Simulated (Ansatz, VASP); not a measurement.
**Two plane-wave programs on K3Zr2S**

```
K Zr S
1.0
     4.15396    0.00000    0.00000
    -2.07698    3.59743    0.00000
     0.00000    0.00000   10.16792
K Zr S
3 2 1
Direct
  0.33333 0.66667 0.16590
  0.66667 0.33333 0.83410
  0.00000 0.00000 0.50000
  0.33333 0.66667 0.65599
  0.66667 0.33333 0.34401
  0.00000 0.00000 0.00000
```

Change from the starting cell: species swapped into the CaSm2S3 type (P-3m1, No. 164).

Alike in both runs: task single point; functional PBE; k mesh 6 × 6 × 2; occupations gaussian, width 0.1 eV; no spin polarisation.

|  | VASP | Ansatz |
| --- | --- | --- |
| version | VASP 6.6.1 | Ansatz 0.2.0 |
| potentials or method | VASP PAW PBE potentials, release 64 (K_sv, Zr_sv, S), cutoff 520 eV | scalar-relativistic, plane waves, PAW |
| valence electrons in the cell | 57 | 57 |

|  | VASP | Ansatz | Ansatz less VASP |
| --- | --- | --- | --- |
| gap on the k mesh at the Fermi level (eV) | none | none | - |
| pressure (GPa) | 7.5 | 7.3 | -0.20 |
| traceless stress, the component that is largest in VASP (GPa) | -0.06 | -0.06 | +0.009 |
| rms of the force components (eV/Å) | 0.643 | 0.645 | +0.0019 |

Atom by atom the forces differ by 0.003 eV/Å (rms over components). A gap of «none» marks a metal or a gap that the smearing closes.
